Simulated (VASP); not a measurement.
# HfSiO4: relaxation of cell and atoms with PBE

The system is HfSiO4.

```
CELL_PARAMETERS angstrom
3.24750 0.00000 0.00000
0.00000 3.24750 0.00000
0.00000 0.00000 4.72050
ATOMIC_POSITIONS crystal
Si 0.50000 0.50000 0.50000
Hf 0.00000 0.00000 0.00000
O 0.50000 0.00000 0.69721
O 0.00000 0.50000 0.80279
O 0.00000 0.50000 0.30279
O 0.50000 0.00000 0.19721
```

```
Program                : VASP 6.6.1
Task                   : relaxation of cell and atoms
Functional             : PBE
Potentials or basis    : VASP PAW PBE potentials, release 64 (Si, Hf_pv, O)
Cutoff                 : 600 eV
k mesh                 : 8 × 8 × 6
Occupations            : fermi-dirac, width 0.02 eV
Spin                   : no spin polarisation
Dipole correction      : no
Further INCAR settings : ALGO = Normal; EDIFF = 1e-07; IBRION = 2; EDIFFG = -0.005; NSW = 80; ISIF = 3
```

```
Relaxed volume                        : 10.29 Å³/atom
Relaxed cell                          : a = 3.332 Å, b = 3.332 Å, c = 5.563 Å, α = 90.00°, β = 90.00°, γ = 90.00°
Space group after relaxing (to 0.1 Å) : P-4m2 (No. 115)
Energy gained by relaxing             : 447.9 meV/atom
Ionic steps                           : 27
Pressure after relaxing               : 0.0 GPa
Largest force after relaxing          : 0.004 eV/Å
Band gap on the k mesh                : 2.21 eV (least direct gap 2.33 eV)
```

Forces on the atoms (eV/Å):
```
Si   0.000  0.000  0.000
Hf   0.000  0.000  0.000
O    0.000  0.000 -0.004
O    0.000  0.000 -0.002
O    0.000  0.000  0.004
O    0.000  0.000  0.002
```

The path:
```
step  energy change (eV)  largest force (eV/Å)  pressure (GPa)  volume (Å³)
   1              0.0000                4.4043           63.93        49.78
   2              1.8636                4.4159          -39.09        77.65
   3             -2.0840                1.3644           -4.79        59.37
   4             -2.1046                1.1035           -1.38        58.57
   5             -2.1065                0.9949            0.05        58.26
   6             -2.3331                1.0542           -0.77        58.88
   7             -2.4698                1.3939            0.03        59.69
   8             -2.6324                0.6104            1.16        60.15
   9             -2.6745                0.0711            2.57        60.51
  10             -2.6747                0.0912            2.70        60.54
  11             -2.6798                0.1843           -2.01        61.92
  12             -2.6823                0.0841           -0.32        61.41
  13             -2.6855                0.0397           -0.30        61.54
  14             -2.6862                0.0992           -0.27        61.63
  15             -2.6869                0.0579            0.37        61.53
  16             -2.6869                0.0505            0.49        61.51
  17             -2.6873                0.0110            0.24        61.60
  18             -2.6874                0.0338            0.08        61.66
  19             -2.6875                0.0258           -0.01        61.71
  20             -2.6876                0.0150           -0.13        61.78
  21             -2.6876                0.0127           -0.15        61.79
  22             -2.6876                0.0179            0.12        61.76
  23             -2.6876                0.0080            0.00        61.77
  24             -2.6876                0.0081            0.01        61.77
  25             -2.6876                0.0079            0.00        61.77
  26             -2.6876                0.0078            0.00        61.77
  27             -2.6876                0.0040            0.01        61.77
```

Final structure:
```
CELL_PARAMETERS angstrom
3.33222 0.00000 0.00000
0.00000 3.33222 0.00000
0.00000 0.00000 5.56302
ATOMIC_POSITIONS crystal
Si 0.50000 0.50000 0.50000
Hf 0.00000 0.00000 0.00000
O 0.50000 0.00000 0.63173
O 0.00000 0.50000 0.82028
O 0.00000 0.50000 0.36827
O 0.50000 0.00000 0.17972
```

Levels at points of the mesh, in eV from the valence-band top:
```
           k point  band 15  band 16  band 17  band 18  band 19  band 20  band 21  band 22  band 23
(0.00, 0.00, 0.00)    -1.62    -1.62    -0.38    -0.12    -0.12     2.21     6.05     6.14     6.70
(0.50, 0.00, 0.00)    -1.44    -1.42    -1.12    -0.81    -0.78     4.43     5.99     6.21     6.64
(0.50, 0.50, 0.00)    -1.37    -0.91    -0.84    -0.84    -0.40     5.98     5.98     6.34     6.51
(0.00, 0.00, 0.50)    -2.19    -2.19    -2.02    -0.08    -0.08     3.23     4.83     6.06     7.59
(0.50, 0.00, 0.50)    -2.17    -1.61    -1.21    -0.97    -0.73     4.63     5.89     6.35     7.27
(0.50, 0.50, 0.50)    -1.54    -1.20    -1.20    -1.18     0.00     6.18     6.33     6.33     6.51
```

Run time: 12 min on 1 thread of Intel(R) Xeon(R) 6975P-C (Granite Rapids), on a shared host, peak memory 0.24 GiB.

Caveat: the volume moved by over 15 % at a fixed basis, so the end points are rough; spin-orbit coupling is left out, which moves the levels of the heavy elements. A k mesh can miss the band edges.
